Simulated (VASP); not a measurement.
# NaH (P6_3/mmc) in VASP: single point with HSE06

Aim: the single point of NaH with HSE06.

Program: VASP 6.6.1. These are calculated values, not measurements. Logs are shortened: lines on timing, memory, paths and dates and some standing lists are left out, and cuts for length are marked.

## Step 1: The cell of the first run

It takes space group P6_3/mmc (No. 194, hexagonal). The conventional cell has a = 3.319 Å, b = 3.319 Å, c = 5.831 Å, α = 90.00°, β = 90.00°, γ = 120.00°. Within 3.4 Å of Na (site symmetry -3m) lie 6 H at 2.41 Å and 8 Na at 2.92 to 3.32 Å. H (site symmetry -6m2) has 6 Na at 2.41 Å and 12 H at 3.32 to 3.49 Å within 3.5 Å.

## Step 2: Single point, HSE06

The input, POSCAR:

```
NaH
1.0
    3.3191587685      0.0000000000      0.0000000000
   -1.6595793843      2.8744758127      0.0000000000
    0.0000000000      0.0000000000      5.8309537772
Na H
2 2
Direct
    0.0000000000      0.0000000000      0.0000000000
    0.0000000000      0.0000000000      0.5000000000
    0.3333333333      0.6666666667      0.2500000000
    0.6666666667      0.3333333333      0.7500000000
```

The input, INCAR.step1:

```
ALGO = Normal ; EDIFF = 1E-5
ENCUT = 520 ; GGA = PE
ISIF = 2 ; ISMEAR = 0
LASPH = T ; LCHARG = F
LREAL = F ; LWAVE = T
NBANDS = 16 ; NELM = 80
PREC = Accurate ; SIGMA = 0.01
```

The input, INCAR.step2:

```
ALGO = Normal ; EDIFF = 1E-6
ENCUT = 520 ; GGA = PE
HFSCREEN = 0.2079 ; ISIF = 2
ISMEAR = 0 ; ISTART = 1
LASPH = T ; LCHARG = F
LHFCALC = T ; LREAL = F
LWAVE = F ; NBANDS = 16
NELM = 80 ; PREC = Accurate
PRECFOCK = Normal ; SIGMA = 0.01
```

The input, KPOINTS:

```
k-points
0
Gamma
  6 6 4
```

Potentials or basis: VASP PAW PBE potentials, release 64 (Na_pv, H).

Started as:

```sh
$ cat potpaw_PBE.64/Na_pv/POTCAR potpaw_PBE.64/H/POTCAR > POTCAR
$ cp INCAR.step1 INCAR
$ mpirun -np 1 vasp_std > vasp.out
$ cp INCAR.step2 INCAR
$ mpirun -np 1 vasp_std > vasp.out
```

OUTCAR:

```text
EDIFF = 1E-6
   ENCUT = 520
   GGA = PE
   HFSCREEN = 0.2079
   ISIF = 2
   ISMEAR = 0
   ISTART = 1
   LASPH = T
   LHFCALC = T
   LREAL = F
   NELM = 80
   PREC = Accurate
   PRECFOCK = Normal

 ion  position               nearest neighbor table
   1  0.000  0.000  0.000-
   2  0.000  0.000  0.500-
   3  0.333  0.667  0.250-
   4  0.667  0.333  0.750-

  LATTYP: Found a hexagonal cell.
 ALAT       =     3.3191587685
 C/A-ratio  =     1.7567565109

  Lattice vectors:

 A1 = (   3.3191587685,   0.0000000000,   0.0000000000)
 A2 = (  -1.6595793843,   2.8744758127,   0.0000000000)
 A3 = (   0.0000000000,   0.0000000000,   5.8309537772)

Analysis of symmetry for initial positions (statically):
=====================================================================
 Subroutine PRICEL returns:
 Original cell was already a primitive cell.

 Routine SETGRP: Setting up the symmetry group for a
 hexagonal supercell.

 Subroutine GETGRP returns: Found 24 space group operations
 (whereof 12 operations were pure point group operations)
 out of a pool of 24 trial point group operations.

The static configuration has the point symmetry D_3d.
 The point group associated with its full space group is D_6h.

Analysis of symmetry for dynamics (positions and initial velocities):
=====================================================================
 Subroutine PRICEL returns:
 Original cell was already a primitive cell.

 Routine SETGRP: Setting up the symmetry group for a
 hexagonal supercell.

 Subroutine GETGRP returns: Found 24 space group operations
 (whereof 12 operations were pure point group operations)
 out of a pool of 24 trial point group operations.

The dynamic configuration has the point symmetry D_3d.
 The point group associated with its full space group is D_6h.

 Subroutine INISYM returns: Found 24 space group operations
 (whereof 12 operations are pure point group operations),
 and found     1 'primitive' translations

----------------------------------------------------------------------------------------

                                     Primitive cell

  volume of cell :      55.6322

  direct lattice vectors                    reciprocal lattice vectors
     3.319158768  0.000000000  0.000000000     0.301281159  0.173944758  0.000000000
    -1.659579384  2.874475813  0.000000000     0.000000000  0.347889516  0.000000000
     0.000000000  0.000000000  5.830953777     0.000000000  0.000000000  0.171498530

  length of vectors
     3.319158768  3.319158769  5.830953777     0.347889516  0.347889516  0.171498530

  position of ions in fractional coordinates (direct lattice)
     0.000000000  0.000000000  0.000000000
     0.000000000  0.000000000  0.500000000
     0.333333333  0.666666667  0.250000000
     0.666666667  0.333333333  0.750000000

  ion indices of the primitive-cell ions
   primitive index   ion index
                 1           1
                 2           2
                 3           3
                 4           4

----------------------------------------------------------------------------------------

 KPOINTS: k-points

Automatic generation of k-mesh.
 Grid dimensions read from file:
 generate k-points for:    6    6    4

 Generating k-lattice:

  Cartesian coordinates                     Fractional coordinates (reciprocal lattice)
     0.050213526  0.028990793  0.000000000     0.166666667  0.000000000  0.000000000
     0.000000000  0.057981586  0.000000000     0.000000000  0.166666667  0.000000000
     0.000000000  0.000000000  0.042874632     0.000000000  0.000000000  0.250000000

  Length of vectors
     0.057981586  0.057981586  0.042874632

  Shift w.r.t. Gamma in fractional coordinates (k-lattice)
     0.000000000  0.000000000  0.000000000

 Subroutine IBZKPT returns following result:
 ===========================================

 Found     21 irreducible k-points:

 Following reciprocal coordinates:
            Coordinates               Weight
  0.000000  0.000000  0.000000      1.000000
  0.166667  0.000000  0.000000      6.000000
  0.333333  0.000000  0.000000      6.000000
  0.500000  0.000000  0.000000      3.000000
  0.166667  0.166667  0.000000      6.000000
  0.333333  0.166667  0.000000     12.000000
[... 13 lines left out ...]
  0.333333  0.166667  0.500000     12.000000
  0.333333  0.333333  0.500000      2.000000
   k-points           NKPTS =     21   k-points in BZ     NKDIM =    144   number of bands    NBANDS=     16
   number of dos      NEDOS =    301   number of ions     NIONS =      4
   total plane-waves  NPLWV =  37632
   dimension x,y,z NGX =    28 NGY =   28 NGZ =   48
   dimension x,y,z NGXF=    56 NGYF=   56 NGZF=   96
   ions per type =               2   2
   NGX,Y,Z   is equivalent  to a cutoff of  14.02, 14.02, 13.69 a.u.
   NGXF,Y,Z  is equivalent  to a cutoff of  28.05, 28.05, 27.37 a.u.
 SYSTEM =  unknown system
   PREC   = accura    normal or accurate (medium, high low for compatibility)
   ISTART =      1    job   : 0-new  1-cont  2-samecut
   ICHARG =      0    charge: 1-file 2-atom 10-const
   ISPIN  =      1    spin polarized calculation?
   LNONCOLLINEAR =      F non collinear calculations
   LSORBIT =      F    spin-orbit coupling
   LASPH  =      T    aspherical Exc in radial PAW
   ENCUT  =  520.0 eV  38.22 Ry    6.18 a.u.   6.17  6.17 10.84*2*pi/ulx,y,z
   NELM   =     80;   NELMIN=  2; NELMDL=  0     # of ELM steps
   EDIFF  = 0.1E-05   stopping-criterion for ELM
   LREAL  =      F    real-space projection
   EDIFFG = 0.1E-04   stopping-criterion for IOM
   NSW    =      0    number of steps for IOM
   IBRION =     -1    ionic relax: 0-MD 1-quasi-New 2-CG
   NFREE  =      0    steps in history (QN), initial steepest desc. (CG)
   ISIF   =      2    stress and relaxation
   ISYM   =      3    0-nonsym 1-usesym 2-fastsym
   POTIM  = 0.5000    time-step for ionic-motion
   TEBEG  =    0.0;   TEEND  =   0.0 temperature during run
   PSTRESS=    0.0 pullay stress
   NELECT =      16.0000    total number of electrons
   NUPDOWN=      -1.0000    fix difference up-down
   EMIN   =  10.00;   EMAX   =-10.00  energy-range for DOS
   EFERMI =   0.00;   METHOD = LEGACY
   ISMEAR =     0;   SIGMA  =   0.01  broadening in eV -4-tet -1-fermi 0-gaus
   EFERMI_NEDOS =   21; number of points for ismear=-14 and -15
   IALGO  =     38    algorithm
   IMIX   =      1    mixing-type and parameters
     AMIX     =   0.40;   BMIX     =  1.00
     AMIX_MAG =   1.60;   BMIX_MAG =  1.00
  volume/ion in A,a.u.               =      13.91        93.86
  Fermi-wavevector in a.u.,A,eV,Ry     =   1.080619  2.042074 15.888042  1.167738
  Thomas-Fermi vector in A             =   2.216615
   LORBIT       =      0    0 simple, 1 ext, 2 COOP (PROOUT), +10 PAW based schemes
   GGA     = PE    functional components
   LHFCALC =     T    Hartree Fock is set to
   PRECFOCK=normal    Normal, Fast or Accurate (Low or Medium for compatibility)
   ENCUT4O =  -1.0   cutoff for four orbital integrals eV
   NKREDX  =     1    reduce k-point grid by
   NKREDY  =     1    reduce k-point grid by
   NKREDZ  =     1    reduce k-point grid by
   AEXX    =    0.2500 exact exchange contribution
   HFSCREEN=    0.2079 screening length (either q_TF or 0.3 A-1)
   HFSCREENC=   0.2079 screening length for correlation (either q_TF or 0.3 A-1)
   ENCUTFOCK=  -1.0 apply spherical cutoff to Coloumb kernel
   IVDW    =     0    specifies the selected vdW correction
   LEPSILON=     F    determine dielectric tensor
   LRPA    =     F    only Hartree local field effects (RPA)
 non-spin polarized calculation
 Gauss-broadening in eV      SIGMA  =   0.01
  energy-cutoff  :      520.00
  volume of cell :       55.63
 maximum number of plane-waves:      1521
 NGX is ok and might be reduce to    28
  NGX = 20; NGY = 20; NGZ = 36

 number of electron      16.0000008 magnetization

 Free energy of the ion-electron system (eV)
  ---------------------------------------------------
  ext. energy  EPLUGINS =         0.00000000
  ---------------------------------------------------
  free energy    TOTEN  =       -11.34552487 eV

  energy without entropy =      -11.34552487  energy(sigma->0) =      -11.34552487

 E-fermi :  -1.7744     XC(G=0):  -6.5502

 val. band max:       -1.8411186084   @ k =   0.3333   0.1667   0.0000
 cond. band min:       2.6480098549   @ k =   0.0000   0.0000   0.0000
 fundamental gap:      4.4891284633
 Fermi energy:        -1.7744181860

 k-point     1 :       0.0000    0.0000    0.0000
  band No.  band energies     occupation
      1     -26.4802      2.00000
      2     -26.3279      2.00000
      3     -26.3279      2.00000
      4     -26.3094      2.00000
      5     -26.3094      2.00000
      6     -26.2891      2.00000
[... 8 lines left out ...]
     15      14.7721      0.00000
     16      15.9576      0.00000

 k-point     2 :       0.1667    0.0000    0.0000
  band No.  band energies     occupation
      1     -26.4743      2.00000
      2     -26.3509      2.00000
      3     -26.3328      2.00000
      4     -26.3288      2.00000
      5     -26.3139      2.00000
      6     -26.2869      2.00000
[... 8 lines left out ...]
     15      14.2203      0.00000
     16      15.2782      0.00000

 k-point     3 :       0.3333    0.0000    0.0000
  band No.  band energies     occupation
      1     -26.4625      2.00000
      2     -26.3963      2.00000
      3     -26.3673      2.00000
      4     -26.3427      2.00000
      5     -26.3229      2.00000
      6     -26.2827      2.00000
[... 8 lines left out ...]
     15      12.3201      0.00000
     16      13.8191      0.00000
[... 305 lines left out ...]
 k-point    20 :       0.3333    0.1667    0.5000
  band No.  band energies     occupation
      1     -26.3918      2.00000
      2     -26.3918      2.00000
      3     -26.3689      2.00000
      4     -26.3689      2.00000
      5     -26.3484      2.00000
      6     -26.3484      2.00000
[... 8 lines left out ...]
     15      12.9623      0.00000
     16      12.9623      0.00000

 k-point    21 :       0.3333    0.3333    0.5000
  band No.  band energies     occupation
      1     -26.3777      2.00000
      2     -26.3777      2.00000
      3     -26.3750      2.00000
      4     -26.3750      2.00000
      5     -26.3671      2.00000
      6     -26.3671      2.00000
[... 8 lines left out ...]
     15      12.0795      0.00000
     16      12.0795      0.00000

------------------------ aborting loop because EDIFF is reached ----------------------------------------

  FORCE on cell =-STRESS in cart. coord.  units (eV):
  Direction    XX          YY          ZZ          XY          YZ          ZX
  --------------------------------------------------------------------------------------
  -------------------------------------------------------------------------------------
  Total        0.0488793      0.0488793      0.0917665     -0.0000000      0.0000000      0.0000000
  in kB        1.4076979      1.4076979      2.6428246     -0.0000000      0.0000000      0.0000000
  external PRESSURE =       1.8194068 kB  Pullay stress =       0.0000000 kB

 VOLUME and BASIS-vectors are now :
 -----------------------------------------------------------------------------
  energy-cutoff  :      520.00
  volume of cell :       55.63
      direct lattice vectors                 reciprocal lattice vectors
     3.319158768  0.000000000  0.000000000     0.301281159  0.173944758  0.000000000
    -1.659579384  2.874475813  0.000000000     0.000000000  0.347889516  0.000000000
     0.000000000  0.000000000  5.830953777     0.000000000  0.000000000  0.171498530

 POSITION                                       TOTAL-FORCE (eV/Angst)
 -----------------------------------------------------------------------------------
      0.00000      0.00000      0.00000         0.000000      0.000000      0.000000
      0.00000      0.00000      2.91548         0.000000      0.000000      0.000000
     -0.00000      1.91632      1.45774        -0.000000      0.000000     -0.000000
      1.65958      0.95816      4.37322        -0.000000     -0.000000      0.000000
 -----------------------------------------------------------------------------------
    total drift:                                0.000000      0.000000     -0.000000

  FREE ENERGIE OF THE ION-ELECTRON SYSTEM (eV)
  ---------------------------------------------------
  free  energy   TOTEN  =       -11.3455248716 eV

  energy  without entropy=      -11.3455248716  energy(sigma->0) =      -11.34552487
```

It took 31 min on 1 thread of AMD EPYC 7R43 (Zen 3), shared host; peak memory 0.27 GiB.

Results:

```
Free energy            : -11.3455 eV
Pressure               : 0.2 GPa
Band gap on the k mesh : 4.49 eV (least direct gap 5.57 eV)
```

Stress tensor (GPa, compression positive):
```
0.14 0.00 0.00
0.00 0.14 0.00
0.00 0.00 0.26
```

Levels at points of the mesh, in eV from the valence-band top:
| k point | band 5 | band 6 | band 7 | band 8 | band 9 | band 10 | band 11 | band 12 |
| --- | --- | --- | --- | --- | --- | --- | --- | --- |
| (0.00, 0.00, 0.00) | -24.47 | -24.45 | -3.94 | -1.25 | 4.49 | 12.00 | 12.90 | 15.34 |
| (0.50, 0.00, 0.00) | -24.49 | -24.44 | -0.83 | -0.20 | 5.51 | 7.06 | 8.28 | 9.96 |
| (0.00, 0.00, 0.50) | -24.48 | -24.48 | -2.90 | -2.90 | 7.88 | 7.88 | 13.53 | 13.53 |
| (0.50, 0.00, 0.50) | -24.50 | -24.50 | -0.48 | -0.48 | 5.45 | 5.45 | 11.18 | 11.18 |

Caveat: the PAW data sets were made with another functional, which shifts forces and pressure a little. A k mesh can miss the band edges.
